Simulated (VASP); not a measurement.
# MnS (P6_3mc) in VASP: further runs, part 2 of 2

VASP 6.6.1. The steps go on from the part before.

## 3. Single point, PBE+U, collinear spin, ferromagnetic start

INCAR reads:

```
PREC = Accurate
ENCUT = 600
EDIFF = 1E-6
ISMEAR = 0
SIGMA = 0.05
LREAL = False
LASPH = True
NELM = 200
ALGO = Normal
ISIF = 2
LWAVE = False
LCHARG = True
ISPIN = 2
MAGMOM = 4.81 4.81 0.04 0.04
LORBIT = 11
LMAXMIX = 4
LDAU = True
LDAUTYPE = 2
LDAUL = 2 -1
LDAUU = 5 0
LDAUJ = 0 0
LDAUPRINT = 1
GGA = PE
LELF = True
LVHAR = True
NBANDS = 33
GGA_COMPAT = False
```

KPOINTS reads:

```
regular mesh
0
Gamma
  6 6 3
```

POSCAR reads:

```
MnS
1.0
    3.9760016100      0.0000000000      0.0000000000
   -1.9880008000      3.4433184000      0.0000000000
    0.0000000000      0.0000000000      6.4320005000
Mn S
2 2
Direct
    0.3333333333      0.6666666667      0.0000000000
    0.6666666667      0.3333333333      0.5000000000
    0.3333333333      0.6666666667      0.3850000000
    0.6666666667      0.3333333333      0.8850000000
```

Potentials or basis: VASP PAW PBE potentials, release 64 (Mn_sv, S).

On the command line:

```bash
> cat potpaw_PBE.64/Mn_sv/POTCAR potpaw_PBE.64/S/POTCAR > POTCAR
> mpirun -np 1 vasp_std > vasp.out
```

OUTCAR:

```text
PREC = Accurate
   ENCUT = 600
   EDIFF = 1E-6
   ISMEAR = 0
   LREAL = False
   LASPH = True
   NELM = 200
   ISIF = 2
   ISPIN = 2
   LORBIT = 11
   GGA = PE

 ion  position               nearest neighbor table
   1  0.333  0.667  0.000-   4 2.41   4 2.41   4 2.41   3 2.48
   2  0.667  0.333  0.500-   3 2.41   3 2.41   3 2.41   4 2.48
   3  0.333  0.667  0.385-   2 2.41   2 2.41   2 2.41   1 2.48
   4  0.667  0.333  0.885-   1 2.41   1 2.41   1 2.41   2 2.48

  LATTYP: Found a hexagonal cell.
 ALAT       =     3.9760016100
 C/A-ratio  =     1.6177057081

  Lattice vectors:

 A1 = (   3.9760016100,   0.0000000000,   0.0000000000)
 A2 = (  -1.9880008000,   3.4433184000,   0.0000000000)
 A3 = (   0.0000000000,   0.0000000000,   6.4320005000)

Analysis of symmetry for initial positions (statically):
=====================================================================
 Subroutine PRICEL returns:
 Original cell was already a primitive cell.

 Routine SETGRP: Setting up the symmetry group for a
 hexagonal supercell.

 Subroutine GETGRP returns: Found 12 space group operations
 (whereof  6 operations were pure point group operations)
 out of a pool of 24 trial point group operations.

The static configuration has the point symmetry C_3v.
 The point group associated with its full space group is C_6v.

Analysis of symmetry for dynamics (positions and initial velocities):
=====================================================================
 Subroutine PRICEL returns:
 Original cell was already a primitive cell.

 Routine SETGRP: Setting up the symmetry group for a
 hexagonal supercell.

 Subroutine GETGRP returns: Found 12 space group operations
 (whereof  6 operations were pure point group operations)
 out of a pool of 24 trial point group operations.

The dynamic configuration has the point symmetry C_3v.
 The point group associated with its full space group is C_6v.
[... 224 lines left out ...]
  free energy    TOTEN  =       -24.97967223 eV

  energy without entropy =      -24.97967223  energy(sigma->0) =      -24.97967223

 E-fermi :   5.3065     XC(G=0):  -9.2813

 val. band max:        4.9934210530   @ k =   0.0000   0.0000   0.0000
 cond. band min:       6.5278113222   @ k =   0.0000   0.0000   0.0000
 fundamental gap:      1.5343902692
 Fermi energy:         5.3064570037

 spin component 1

 k-point     1 :       0.0000    0.0000    0.0000
  band No.  band energies     occupation
      1     -76.7006      1.00000
      2     -76.7005      1.00000
      3     -45.4592      1.00000
      4     -45.4558      1.00000
      5     -45.4469      1.00000
      6     -45.4469      1.00000
[... 493 lines left out ...]
     32      11.7759      0.00000
     33      13.7915      0.00000
 Fermi energy:         5.3064570037

 spin component 2

 k-point     1 :       0.0000    0.0000    0.0000
  band No.  band energies     occupation
      1     -71.7279      1.00000
      2     -71.7277      1.00000
      3     -40.5653      1.00000
      4     -40.5603      1.00000
      5     -40.5560      1.00000
      6     -40.5560      1.00000
[... 493 lines left out ...]
     32      13.0268      0.00000
     33      15.0616      0.00000

------------------------ aborting loop because EDIFF is reached ----------------------------------------

  FORCE on cell =-STRESS in cart. coord.  units (eV):
  Direction    XX          YY          ZZ          XY          YZ          ZX
  --------------------------------------------------------------------------------------
  -------------------------------------------------------------------------------------
  Total        2.9663929      2.9663929      1.4878932      0.0000000     -0.0000000      0.0000000
  in kB       53.9721169     53.9721169     27.0715138      0.0000001     -0.0000000      0.0000000
  external PRESSURE =      45.0052492 kB  Pullay stress =       0.0000000 kB

 VOLUME and BASIS-vectors are now :
 -----------------------------------------------------------------------------
  energy-cutoff  :      600.00
  volume of cell :       88.06
      direct lattice vectors                 reciprocal lattice vectors
     3.976001610  0.000000000  0.000000000     0.251508952  0.145208761  0.000000000
    -1.988000800  3.443318400  0.000000000     0.000000000  0.290417523  0.000000000
     0.000000000  0.000000000  6.432000500     0.000000000  0.000000000  0.155472625

 POSITION                                       TOTAL-FORCE (eV/Angst)
 -----------------------------------------------------------------------------------
      0.00000      2.29555      0.00000        -0.000000      0.000000      0.228134
      1.98800      1.14777      3.21600        -0.000000      0.000000      0.228134
      0.00000      2.29555      2.47632        -0.000000      0.000000     -0.228134
      1.98800      1.14777      5.69232         0.000000     -0.000000     -0.228134
 -----------------------------------------------------------------------------------
    total drift:                               -0.000001      0.000000      0.000076

  FREE ENERGIE OF THE ION-ELECTRON SYSTEM (eV)
  ---------------------------------------------------
  free  energy   TOTEN  =       -24.9796722340 eV

  energy  without entropy=      -24.9796722340  energy(sigma->0) =      -24.97967223

 total charge

# of ion       s       p       d       tot
------------------------------------------
    1        2.153   6.024   4.688  12.865
    2        2.153   6.024   4.688  12.865
    3        1.312   2.497   0.000   3.809
    4        1.312   2.497   0.000   3.809
--------------------------------------------------
tot          6.929  17.043   9.376  33.348

 magnetization (x)

# of ion       s       p       d       tot
------------------------------------------
    1        0.033   0.028   4.403   4.464
    2        0.033   0.028   4.403   4.464
    3        0.007   0.019   0.000   0.026
    4        0.007   0.019   0.000   0.026
--------------------------------------------------
tot          0.080   0.095   8.805   8.980
```

stdout:

```text
POSCAR found type information on POSCAR MnS
 POSCAR found :  2 types and       4 ions
 scaLAPACK will be used
 LDA part: xc-table for (Slater+PW92), standard interpolation
 POSCAR, INCAR and KPOINTS ok, starting setup
 FFT: planning ... GRIDC
 FFT: planning ... GRID_SOFT
 FFT: planning ... GRID
 WAVECAR not read
 entering main loop
```

Run time: 51 s. Hardware: 1 thread of Intel Xeon 6975P-C (Granite Rapids), shared host; peak memory 0.29 GiB.

Results:

| Item | Value |
| --- | --- |
| Free energy | -24.9797 eV |
| Pressure | 4.5 GPa |
| Largest force | 0.228 eV/Å |
| Band gap on the k mesh | 1.53 eV |
| Net moment | 10.00 μB per cell |
| Site moments | Mn +4.46; S +0.03 μB |
| Valence electrons inside the program's atomic spheres | Mn 12.87; S 3.81 |

Forces in eV/Å, atoms in the order of the input:
```
Mn   0.000  0.000  0.228
Mn   0.000  0.000  0.228
S    0.000  0.000 -0.228
S    0.000  0.000 -0.228
```

Eigenvalues of the final occupation matrices:
| site | spin | trace | eigenvalues |
| --- | --- | --- | --- |
| site 1 d | 1 | 4.57 | 0.91 0.91 0.91 0.91 0.92 |
| site 1 d | 2 | 0.14 | 0.01 0.01 0.04 0.04 0.04 |
| site 2 d | 1 | 4.57 | 0.91 0.91 0.91 0.91 0.92 |
| site 2 d | 2 | 0.14 | 0.01 0.01 0.04 0.04 0.04 |

Caveat: the cell stands under pressure; an odd mesh through Γ misses points on the zone boundary, where band edges can lie; only a ferromagnetic start was run, and an antiferromagnetic order may lie lower in energy.

## 4. Single point, PBE+U, collinear spin, ferromagnetic start

INCAR reads:

```
ALGO = Normal
EDIFF = 1E-6
ENCUT = 600
GGA = PE
GGA_COMPAT = False
ISIF = 2
ISMEAR = 0
ISPIN = 2
LASPH = True
LCHARG = False
LDAU = True
LDAUJ = 0 0
LDAUL = 2 -1
LDAUPRINT = 1
LDAUTYPE = 2
LDAUU = 5 0
LMAXMIX = 4
LORBIT = 11
LREAL = False
LWAVE = False
MAGMOM = 5 5 0 0
NBANDS = 33
NELM = 200
PREC = Accurate
SIGMA = 0.05
```

KPOINTS reads:

```
k-points
0
Gamma
  6 6 3
```

POSCAR is that of step 3.

On the command line:

```bash
> cat potpaw_PBE.64/Mn_sv/POTCAR potpaw_PBE.64/S/POTCAR > POTCAR
> mpirun -np 1 vasp_std > vasp.out
```

It took 96 s on 1 thread of AMD EPYC 7R13 (Zen 3), shared host; peak memory 0.26 GiB.

It converged, with:

- Free energy: -24.9797 eV
- Pressure: 4.5 GPa
- Largest force: 0.228 eV/Å
- Band gap on the k mesh: 1.53 eV
- Net moment: 10.00 μB per cell
- Site moments: Mn +4.46; S +0.03 μB
- Valence electrons inside the program's atomic spheres: Mn 12.87; S 3.81

Forces on the atoms (eV/Å):
```
Mn   0.000  0.000  0.228
Mn   0.000  0.000  0.228
S    0.000  0.000 -0.228
S    0.000  0.000 -0.228
```

Stress tensor (GPa, compression positive):
```
5.40 0.00 0.00
0.00 5.40 0.00
0.00 0.00 2.71
```

Levels at points of the mesh, in eV from the valence-band top:
Spin up:
```tsv
k point	band 22	band 23	band 24	band 25	band 26	band 27	band 28	band 29	band 30	band 31
(0.00, 0.00, 0.00)	-0.88	-0.88	-0.14	0.00	0.00	1.53	3.04	6.14	6.14	6.57
(0.50, 0.00, 0.00)	-3.72	-3.05	-2.40	-1.52	-1.03	3.70	4.04	4.55	6.69	6.80
```
Spin down:
| k point | band 13 | band 14 | band 15 | band 16 | band 17 | band 18 | band 19 | band 20 |
| --- | --- | --- | --- | --- | --- | --- | --- | --- |
| (0.00, 0.00, 0.00) | -2.62 | -2.50 | -2.50 | -2.30 | 2.41 | 2.79 | 2.79 | 2.96 |
| (0.50, 0.00, 0.00) | -3.46 | -2.87 | -2.72 | -2.49 | 1.77 | 2.16 | 2.76 | 3.11 |

Eigenvalues of the final occupation matrices:
| site | spin | trace | eigenvalues |
| --- | --- | --- | --- |
| site 1 d | 1 | 4.57 | 0.91 0.91 0.91 0.91 0.92 |
| site 1 d | 2 | 0.14 | 0.01 0.01 0.04 0.04 0.04 |
| site 2 d | 1 | 4.57 | 0.91 0.91 0.91 0.91 0.92 |
| site 2 d | 2 | 0.14 | 0.01 0.01 0.04 0.04 0.04 |

Caveat: the cell stands under pressure; an odd mesh through Γ misses points on the zone boundary, where band edges can lie; only a ferromagnetic start was run, and an antiferromagnetic order may lie lower in energy. The state reached can hang on the start; a lower one may exist.
